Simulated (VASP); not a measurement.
A run of VASP 6.6.1:

File INCAR:

```
SYSTEM = InSe
PREC = Accurate
ENCUT = 500
EDIFF = 1E-7
ISMEAR = 0
SIGMA = 0.01
LREAL = .False.
LASPH = .True.
NELM = 120
ALGO = Normal
ISIF = 3
LWAVE = .False.
LCHARG = .False.
GGA = PS
IBRION = 2
NSW = 80
EDIFFG = -0.01
GGA_COMPAT = .False.
NELMIN = 4
```

File KPOINTS:

```
Automatic mesh
0
Gamma
  6 6 6
  0 0 0
```

Contents of POSCAR:

```
InSe
1.0
    2.0000000000      1.1547005384      8.4400000000
   -2.0000000000      1.1547005384      8.4400000000
    0.0000000000     -2.3094010768      8.4400000000
In Se
2 2
Direct
    0.0000000000      0.0000000000      0.0000000000
    0.8885996667      0.8885996667      0.8885996667
    0.3835003333      0.3835003333      0.3835003333
    0.1719000000      0.1719000000      0.1719000000
```

Potentials or basis: VASP PAW PBE potentials, release 64 (In_d, Se).

Command:

```bash
$ cat potpaw_PBE.64/In_d/POTCAR potpaw_PBE.64/Se/POTCAR > POTCAR
$ mpirun -np 1 vasp_std > vasp.out
```

Hardware: 1 thread of Intel(R) Xeon(R) 6975P-C (Granite Rapids), with other jobs on the host.

**Question.** How long does it take, and how much memory?

**Answer.** Wall time 6.5 min on 1 thread of Intel(R) Xeon(R) 6975P-C (Granite Rapids), on a shared host, peak memory 0.64 GiB. Counts: scf iterations 45, k points 32, ion steps 5.
